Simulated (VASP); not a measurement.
# Al2Ru (Fddd) in VASP: notebook

Al2Ru is run at these levels: LDA; tasks: single point.

Program: VASP 6.6.1. These are calculated values, not measurements. Logs are shortened: lines on timing, memory, paths and dates and some standing lists are left out, and cuts for length are marked.

## Step 1: The cell of the first run

Symmetry: Fddd, No. 70, orthorhombic system. Conventional cell: a = 4.648 Å, b = 7.884 Å, c = 8.676 Å, α = 90.00°, β = 90.00°, γ = 90.00°. Al (site symmetry 2) has 5 Ru at 2.54 to 2.69 Å and 9 Al at 2.57 to 3.15 Å within 3.3 Å. Ru (site symmetry 222) has 10 Al at 2.54 to 2.69 Å and 4 Ru at 3.15 Å within 3.3 Å.

## Step 2: Single point, LDA

File INCAR:

```
PREC = Accurate
ENCUT = 520
EDIFF = 1E-6
ISMEAR = 0
SIGMA = 0.01
LREAL = False
LASPH = True
NELM = 100
ALGO = Normal
ISIF = 2
LWAVE = False
LCHARG = False
GGA = CA
NBANDS = 29
```

File KPOINTS:

```
Automatic mesh
0
Gamma
  10 10 10
```

File POSCAR:

```
Al2Ru
1.0
    0.0000000000      3.9421347757      4.3382165758
    2.3241985366      0.0000000000      4.3382165758
    2.3241985366      3.9421347757      0.0000000000
Al Ru
4 2
Direct
    0.0790244054      0.4209755946      0.0790244054
    0.4209755946      0.0790244054      0.4209755946
    0.1709755946      0.8290244054      0.1709755946
    0.8290244054      0.1709755946      0.8290244054
    0.7500000000      0.7500000000      0.7500000000
    0.5000000000      0.5000000000      0.5000000000
```

Potentials or basis: VASP PAW LDA potentials, release 64 (Al, Ru_pv).

Started as:

```sh
$ cat potpaw_LDA.64/Al/POTCAR potpaw_LDA.64/Ru_pv/POTCAR > POTCAR
$ mpirun -np 1 vasp_std > vasp.out
```

OUTCAR:

```text
PREC = Accurate
   ENCUT = 520
   EDIFF = 1E-6
   ISMEAR = 0
   LREAL = False
   LASPH = True
   NELM = 100
   ISIF = 2
   GGA = CA

 ion  position               nearest neighbor table
   1  0.079  0.421  0.079-   6 2.54   6 2.54   3 2.57   3 2.57   5 2.59   2 2.64   2 2.64   5 2.69
                             5 2.69   2 2.70   4 3.15   4 3.15   4 3.15   4 3.15
   2  0.421  0.079  0.421-   6 2.54   6 2.54   4 2.57   4 2.57   5 2.59   1 2.64   1 2.64   5 2.69
                             5 2.69   1 2.70   3 3.15   3 3.15   3 3.15   3 3.15
   3  0.171  0.829  0.171-   5 2.54   5 2.54   1 2.57   1 2.57   6 2.59   4 2.64   4 2.64   6 2.69
                             6 2.69   4 2.70   2 3.15   2 3.15   2 3.15   2 3.15
   4  0.829  0.171  0.829-   5 2.54   5 2.54   2 2.57   2 2.57   6 2.59   3 2.64   3 2.64   6 2.69
                             6 2.69   3 2.70   1 3.15   1 3.15   1 3.15   1 3.15
   5  0.750  0.750  0.750-   4 2.54   3 2.54   4 2.54   3 2.54   1 2.59   2 2.59   2 2.69   2 2.69
                             1 2.69   1 2.69   6 3.15   6 3.15   6 3.15   6 3.15
   6  0.500  0.500  0.500-   1 2.54   2 2.54   1 2.54   2 2.54   3 2.59   4 2.59   3 2.69   3 2.69
                             4 2.69   4 2.69   5 3.15   5 3.15   5 3.15   5 3.15

  LATTYP: Found a face centered orthorhombic cell.
 ALAT       =     4.6483970732
 B/A-ratio  =     1.6961265200
 C/A-ratio  =     1.8665430287

  Lattice vectors:

 A1 = (   0.0000000000,   3.9421347757,   4.3382165758)
 A2 = (   2.3241985366,   0.0000000000,   4.3382165758)
 A3 = (   2.3241985366,   3.9421347757,   0.0000000000)

Analysis of symmetry for initial positions (statically):
=====================================================================
 Subroutine PRICEL returns:
 Original cell was already a primitive cell.

 Routine SETGRP: Setting up the symmetry group for a
 face centered orthorhombic supercell.

 Subroutine GETGRP returns: Found  8 space group operations
 (whereof  4 operations were pure point group operations)
 out of a pool of  8 trial point group operations.

The static configuration has the point symmetry D_2 .
 The point group associated with its full space group is D_2h.

Analysis of symmetry for dynamics (positions and initial velocities):
=====================================================================
 Subroutine PRICEL returns:
 Original cell was already a primitive cell.

 Routine SETGRP: Setting up the symmetry group for a
 face centered orthorhombic supercell.

 Subroutine GETGRP returns: Found  8 space group operations
 (whereof  4 operations were pure point group operations)
 out of a pool of  8 trial point group operations.

The dynamic configuration has the point symmetry D_2 .
 The point group associated with its full space group is D_2h.
[... 114 lines left out ...]
   ISYM   =      2    0-nonsym 1-usesym 2-fastsym
   POTIM  = 0.5000    time-step for ionic-motion
   TEBEG  =    0.0;   TEEND  =   0.0 temperature during run
   PSTRESS=    0.0 pullay stress
   NELECT =      40.0000    total number of electrons
   NUPDOWN=      -1.0000    fix difference up-down
   EMIN   =  10.00;   EMAX   =-10.00  energy-range for DOS
   EFERMI =   0.00;   METHOD = LEGACY
   ISMEAR =     0;   SIGMA  =   0.01  broadening in eV -4-tet -1-fermi 0-gaus
   EFERMI_NEDOS =   21; number of points for ismear=-14 and -15
   IALGO  =     38    algorithm
   IMIX   =      4    mixing-type and parameters
     AMIX     =   0.40;   BMIX     =  1.00
     AMIX_MAG =   1.60;   BMIX_MAG =  1.00
  volume/ion in A,a.u.               =      13.25        89.41
  Fermi-wavevector in a.u.,A,eV,Ry     =   1.302106  2.460623 23.068390  1.695479
  Thomas-Fermi vector in A             =   2.433195
   LORBIT       =      0    0 simple, 1 ext, 2 COOP (PROOUT), +10 PAW based schemes
   GGA     = CA    functional components
   LHFCALC =     F    Hartree Fock is set to
   AEXX    =    0.0000 exact exchange contribution
   IVDW    =     0    specifies the selected vdW correction
   LEPSILON=     F    determine dielectric tensor
   LRPA    =     F    only Hartree local field effects (RPA)
 non-spin polarized calculation
 Gauss-broadening in eV      SIGMA  =   0.01
  energy-cutoff  :      520.00
  volume of cell :       79.50
 maximum number of plane-waves:      2166
 NGX is ok and might be reduce to    48
   NGX = 21   NGY = 19   NGZ = 17

 number of electron      40.0000000 magnetization

 Free energy of the ion-electron system (eV)
  ---------------------------------------------------
  ext. energy  EPLUGINS =         0.00000000
  ---------------------------------------------------
  free energy    TOTEN  =       -42.39407891 eV

  energy without entropy =      -42.39407891  energy(sigma->0) =      -42.39407891

 E-fermi :  11.0483     XC(G=0): -12.2795

 val. band max:       11.0065261723   @ k =   0.0000   0.0000   0.0000
 cond. band min:      11.0870022016   @ k =   0.0000   0.3000   0.3000
 fundamental gap:      0.0804760293
 Fermi energy:        11.0483485778

 k-point     1 :       0.0000    0.0000    0.0000
  band No.  band energies     occupation
      1     -31.5931      2.00000
      2     -31.5043      2.00000
      3     -31.4926      2.00000
      4     -31.4491      2.00000
      5     -31.4359      2.00000
      6     -31.4254      2.00000
[... 757 lines left out ...]
     28      16.0372      0.00000
     29      17.0595      0.00000

 [... further k-points ...]

------------------------ aborting loop because EDIFF is reached ----------------------------------------

  FORCE on cell =-STRESS in cart. coord.  units (eV):
  Direction    XX          YY          ZZ          XY          YZ          ZX
  --------------------------------------------------------------------------------------
  -------------------------------------------------------------------------------------
  Total        1.2246033      1.1969345      1.2491223      0.0000000      0.0000000      0.0000000
  in kB       24.6808488     24.1232070     25.1750077      0.0000000      0.0000000      0.0000000
  external PRESSURE =      24.6596878 kB  Pullay stress =       0.0000000 kB

 VOLUME and BASIS-vectors are now :
 -----------------------------------------------------------------------------
  energy-cutoff  :      520.00
  volume of cell :       79.50
      direct lattice vectors                 reciprocal lattice vectors
     0.000000000  3.942134776  4.338216576    -0.215127921  0.126834831  0.115254735
     2.324198537  0.000000000  4.338216576     0.215127921 -0.126834831  0.115254735
     2.324198537  3.942134776  0.000000000     0.215127921  0.126834831 -0.115254735

 POSITION                                       TOTAL-FORCE (eV/Angst)
 -----------------------------------------------------------------------------------
      1.16210      0.62305      2.16911         0.000000      0.007810     -0.000000
      1.16210      3.31909      2.16911         0.000000     -0.007810     -0.000000
      2.32420      1.34802      4.33822        -0.000000     -0.007810      0.000000
      2.32420      6.53625      4.33822        -0.000000      0.007810      0.000000
      3.48630      5.91320      6.50732        -0.000000     -0.000000      0.000000
      2.32420      3.94213      4.33822         0.000000     -0.000000      0.000000
 -----------------------------------------------------------------------------------
    total drift:                               -0.000000     -0.000000     -0.000000

  FREE ENERGIE OF THE ION-ELECTRON SYSTEM (eV)
  ---------------------------------------------------
  free  energy   TOTEN  =       -42.3940789084 eV

  energy  without entropy=      -42.3940789084  energy(sigma->0) =      -42.39407891
```

OSZICAR:

```text
N       E                     dE             d eps       ncg     rms          rms(c)
DAV:   1     0.297445370016E+03    0.29745E+03   -0.21511E+04 10542   0.132E+03
DAV:   2    -0.332544380855E+02   -0.33070E+03   -0.31943E+03 10666   0.356E+02
DAV:   3    -0.439026213336E+02   -0.10648E+02   -0.10507E+02 12155   0.616E+01
DAV:   4    -0.440215905944E+02   -0.11897E+00   -0.11887E+00 11537   0.642E+00
DAV:   5    -0.440241288802E+02   -0.25383E-02   -0.25382E-02 12504   0.944E-01    0.190E+01
DAV:   6    -0.430876198674E+02    0.93651E+00   -0.12184E+01 11089   0.238E+01    0.514E+00
DAV:   7    -0.425026940813E+02    0.58493E+00   -0.30745E+00 10698   0.121E+01    0.421E+00
DAV:   8    -0.423984138264E+02    0.10428E+00   -0.20502E-01 11374   0.330E+00    0.549E-01
DAV:   9    -0.423945265722E+02    0.38873E-02   -0.72702E-03 12177   0.461E-01    0.331E-01
DAV:  10    -0.423941600482E+02    0.36652E-03   -0.20940E-03 11414   0.355E-01    0.109E-01
DAV:  11    -0.423940831675E+02    0.76881E-04   -0.50357E-04 11226   0.172E-01    0.371E-02
DAV:  12    -0.423940788971E+02    0.42704E-05   -0.19429E-05 13133   0.296E-02    0.459E-03
DAV:  13    -0.423940789084E+02   -0.11305E-07   -0.60614E-07  6671   0.430E-03
   1 F= -.42394079E+02 E0= -.42394079E+02  d E =-.380435E-11
```

stdout:

```text
POSCAR found type information on POSCAR AlRu
 POSCAR found :  2 types and       6 ions
 scaLAPACK will be used
 LDA part: xc-table for (Slater(with rela. corr.)+CA(PZ))
 , standard interpolation
 POSCAR, INCAR and KPOINTS ok, starting setup
 FFT: planning ... GRIDC
 FFT: planning ... GRID_SOFT
 FFT: planning ... GRID
 WAVECAR not read
 entering main loop
```

It took 5.7 min on 1 thread of Intel Xeon Platinum 8488C (Sapphire Rapids), shared host; peak memory 0.44 GiB.

What came out:

```
Free energy   : -42.3941 eV
Pressure      : 2.5 GPa
Largest force : 0.008 eV/Å
```

Forces in eV/Å, atoms in the order of the input:
```
Al   0.000  0.008  0.000
Al   0.000 -0.008  0.000
Al   0.000 -0.008  0.000
Al   0.000  0.008  0.000
Ru   0.000  0.000  0.000
Ru   0.000  0.000  0.000
```

Levels at points of the mesh, in eV from the Fermi level:
| k point | band 16 | band 17 | band 18 | band 19 | band 20 | band 21 | band 22 | band 23 | band 24 | band 25 |
| --- | --- | --- | --- | --- | --- | --- | --- | --- | --- | --- |
| (0.00, 0.00, 0.00) | -3.08 | -2.13 | -1.35 | -1.28 | -0.04 | 1.70 | 2.31 | 2.40 | 2.65 | 2.83 |
| (0.50, 0.00, 0.00) | -2.71 | -2.34 | -2.24 | -1.24 | -0.97 | 0.31 | 0.69 | 1.88 | 3.30 | 4.26 |
| (0.50, 0.50, 0.00) | -2.47 | -1.72 | -1.72 | -1.41 | -1.41 | 2.29 | 2.29 | 2.52 | 2.52 | 3.68 |
| (0.50, 0.00, 0.50) | -2.95 | -2.41 | -2.41 | -1.56 | -1.56 | 1.78 | 1.78 | 2.47 | 2.47 | 3.33 |
| (0.00, 0.50, 0.50) | -3.03 | -2.68 | -2.68 | -1.37 | -1.37 | 0.32 | 0.32 | 4.69 | 4.69 | 4.91 |

## Step 3: Single point, LDA

This run uses another cell than the first one, of 13.39 Å³/atom.

File INCAR:

```
ALGO = Normal
EDIFF = 1E-6
ENCUT = 520
GGA = CA
ISIF = 2
ISMEAR = 0
LASPH = True
LCHARG = False
LREAL = False
LWAVE = False
NBANDS = 29
NELM = 60
PREC = Accurate
SIGMA = 0.01
```

File KPOINTS:

```
k-points
0
Gamma
  10 10 10
```

File POSCAR:

```
Al2Ru
1.0
    0.0000000000      3.9579801692      4.3509536980
    2.3323611132      0.0000000000      4.3509536980
    2.3323611132      3.9579801692      0.0000000000
Al Ru
4 2
Direct
    0.0788601564      0.4211398436      0.0788601564
    0.4211398436      0.0788601564      0.4211398436
    0.1711398436      0.8288601564      0.1711398436
    0.8288601564      0.1711398436      0.8288601564
    0.7500000000      0.7500000000      0.7500000000
    0.5000000000      0.5000000000      0.5000000000
```

Potentials or basis: VASP PAW LDA potentials, release 64 (Al, Ru_pv).

Started as:

```sh
$ cat potpaw_LDA.64/Al/POTCAR potpaw_LDA.64/Ru_pv/POTCAR > POTCAR
$ mpirun -np 1 vasp_std > vasp.out
```

OUTCAR:

```text
EDIFF = 1E-6
   ENCUT = 520
   GGA = CA
   ISIF = 2
   ISMEAR = 0
   LASPH = True
   LREAL = False
   NELM = 60
   PREC = Accurate

 ion  position               nearest neighbor table
   1  0.079  0.421  0.079-   6 2.55   6 2.55   3 2.57   3 2.57   5 2.60   2 2.65   2 2.65   5 2.70
                             5 2.70   2 2.71   4 3.16   4 3.16   4 3.16   4 3.16
   2  0.421  0.079  0.421-   6 2.55   6 2.55   4 2.57   4 2.57   5 2.60   1 2.65   1 2.65   5 2.70
                             5 2.70   1 2.71   3 3.16   3 3.16   3 3.16   3 3.16
   3  0.171  0.829  0.171-   5 2.55   5 2.55   1 2.57   1 2.57   6 2.60   4 2.65   4 2.65   6 2.70
                             6 2.70   4 2.71   2 3.16   2 3.16   2 3.16   2 3.16
   4  0.829  0.171  0.829-   5 2.55   5 2.55   2 2.57   2 2.57   6 2.60   3 2.65   3 2.65   6 2.70
                             6 2.70   3 2.71   1 3.16   1 3.16   1 3.16   1 3.16
   5  0.750  0.750  0.750-   4 2.55   3 2.55   4 2.55   3 2.55   1 2.60   2 2.60   2 2.70   2 2.70
                             1 2.70   1 2.70   6 3.16   6 3.16   6 3.16   6 3.16
   6  0.500  0.500  0.500-   1 2.55   2 2.55   1 2.55   2 2.55   3 2.60   4 2.60   3 2.70   3 2.70
                             4 2.70   4 2.70   5 3.16   5 3.16   5 3.16   5 3.16

  LATTYP: Found a face centered orthorhombic cell.
 ALAT       =     4.6647222264
 B/A-ratio  =     1.6969842906
 C/A-ratio  =     1.8654717202

  Lattice vectors:

 A1 = (   0.0000000000,   3.9579801692,   4.3509536980)
 A2 = (   2.3323611132,   0.0000000000,   4.3509536980)
 A3 = (   2.3323611132,   3.9579801692,   0.0000000000)

Analysis of symmetry for initial positions (statically):
=====================================================================
 Subroutine PRICEL returns:
 Original cell was already a primitive cell.

 Routine SETGRP: Setting up the symmetry group for a
 face centered orthorhombic supercell.

 Subroutine GETGRP returns: Found  8 space group operations
 (whereof  4 operations were pure point group operations)
 out of a pool of  8 trial point group operations.

The static configuration has the point symmetry D_2 .
 The point group associated with its full space group is D_2h.

[... 145 lines left out ...]
   LORBIT       =      0    0 simple, 1 ext, 2 COOP (PROOUT), +10 PAW based schemes
   GGA     = CA    functional components
   LHFCALC =     F    Hartree Fock is set to
   AEXX    =    0.0000 exact exchange contribution
   IVDW    =     0    specifies the selected vdW correction
   LEPSILON=     F    determine dielectric tensor
   LRPA    =     F    only Hartree local field effects (RPA)
 non-spin polarized calculation
 Gauss-broadening in eV      SIGMA  =   0.01
  energy-cutoff  :      520.00
  volume of cell :       80.33
 maximum number of plane-waves:      2191
 NGX is ok and might be reduce to    48
   NGX = 21   NGY = 19   NGZ = 17

 number of electron      40.0000000 magnetization

 Free energy of the ion-electron system (eV)
  ---------------------------------------------------
  ext. energy  EPLUGINS =         0.00000000
  ---------------------------------------------------
  free energy    TOTEN  =       -42.40173843 eV

  energy without entropy =      -42.40173843  energy(sigma->0) =      -42.40173843

 E-fermi :  10.8956     XC(G=0): -12.2298

 val. band max:       10.8575227349   @ k =   0.0000   0.0000   0.0000
 cond. band min:      10.9339291622   @ k =   0.0000   0.3000   0.3000
 fundamental gap:      0.0764064273
 Fermi energy:        10.8955947090

 k-point     1 :       0.0000    0.0000    0.0000
  band No.  band energies     occupation
      1     -31.7242      2.00000
      2     -31.6362      2.00000
      3     -31.6278      2.00000
      4     -31.5819      2.00000
      5     -31.5692      2.00000
      6     -31.5602      2.00000
[... 757 lines left out ...]
     28      15.8173      0.00000
     29      16.8651      0.00000

 [... further k-points ...]

------------------------ aborting loop because EDIFF is reached ----------------------------------------

  FORCE on cell =-STRESS in cart. coord.  units (eV):
  Direction    XX          YY          ZZ          XY          YZ          ZX
  --------------------------------------------------------------------------------------
  -------------------------------------------------------------------------------------
  Total        0.2194419      0.1955145      0.2421394      0.0000000      0.0000000      0.0000000
  in kB        4.3766959      3.8994707      4.8293888      0.0000000      0.0000000      0.0000000
  external PRESSURE =       4.3685185 kB  Pullay stress =       0.0000000 kB

 VOLUME and BASIS-vectors are now :
 -----------------------------------------------------------------------------
  energy-cutoff  :      520.00
  volume of cell :       80.33
      direct lattice vectors                 reciprocal lattice vectors
     0.000000000  3.957980169  4.350953698    -0.214375037  0.126327060  0.114917334
     2.332361113  0.000000000  4.350953698     0.214375037 -0.126327060  0.114917334
     2.332361113  3.957980169  0.000000000     0.214375037  0.126327060 -0.114917334

 POSITION                                       TOTAL-FORCE (eV/Angst)
 -----------------------------------------------------------------------------------
      1.16618      0.62425      2.17548        -0.000000      0.007350     -0.000000
      1.16618      3.33373      2.17548        -0.000000     -0.007350     -0.000000
      2.33236      1.35474      4.35095        -0.000000     -0.007350      0.000000
      2.33236      6.56122      4.35095        -0.000000      0.007350      0.000000
      3.49854      5.93697      6.52643         0.000000     -0.000000      0.000000
      2.33236      3.95798      4.35095         0.000000     -0.000000      0.000000
 -----------------------------------------------------------------------------------
    total drift:                               -0.000000     -0.000000     -0.000000

  FREE ENERGIE OF THE ION-ELECTRON SYSTEM (eV)
  ---------------------------------------------------
  free  energy   TOTEN  =       -42.4017384331 eV

  energy  without entropy=      -42.4017384331  energy(sigma->0) =      -42.40173843
```

OSZICAR:

```text
N       E                     dE             d eps       ncg     rms          rms(c)
DAV:   1     0.295268415763E+03    0.29527E+03   -0.21492E+04 10614   0.132E+03
DAV:   2    -0.333846314633E+02   -0.32865E+03   -0.31771E+03 10614   0.353E+02
DAV:   3    -0.438991041398E+02   -0.10514E+02   -0.10368E+02 12126   0.610E+01
DAV:   4    -0.440193903853E+02   -0.12029E+00   -0.12017E+00 11630   0.640E+00
DAV:   5    -0.440218221740E+02   -0.24318E-02   -0.24317E-02 12408   0.926E-01    0.185E+01
DAV:   6    -0.431082743583E+02    0.91355E+00   -0.12228E+01 11122   0.238E+01    0.518E+00
DAV:   7    -0.425102386489E+02    0.59804E+00   -0.31240E+00 10736   0.122E+01    0.411E+00
DAV:   8    -0.424061691778E+02    0.10407E+00   -0.20608E-01 11357   0.330E+00    0.549E-01
DAV:   9    -0.424021927441E+02    0.39764E-02   -0.74966E-03 12282   0.467E-01    0.329E-01
DAV:  10    -0.424018194167E+02    0.37333E-03   -0.21288E-03 11353   0.358E-01    0.107E-01
DAV:  11    -0.424017427664E+02    0.76650E-04   -0.50413E-04 11181   0.172E-01    0.368E-02
DAV:  12    -0.424017384207E+02    0.43457E-05   -0.19703E-05 13098   0.298E-02    0.462E-03
DAV:  13    -0.424017384331E+02   -0.12390E-07   -0.60868E-07  6724   0.431E-03
   1 F= -.42401738E+02 E0= -.42401738E+02  d E =-.754174E-11
```

Run time: 5.2 min. Hardware: 1 thread of Intel Xeon Platinum 8488C (Sapphire Rapids), shared host; peak memory 0.44 GiB.

What came out:

```yaml
Free_energy: -42.4017 eV
Pressure: 0.4 GPa
Largest_force: 0.007 eV/Å
```

Forces on the atoms (eV/Å):
```
Al   0.000  0.007  0.000
Al   0.000 -0.007  0.000
Al   0.000 -0.007  0.000
Al   0.000  0.007  0.000
Ru   0.000  0.000  0.000
Ru   0.000  0.000  0.000
```

(Continued in part 2 of 2.)
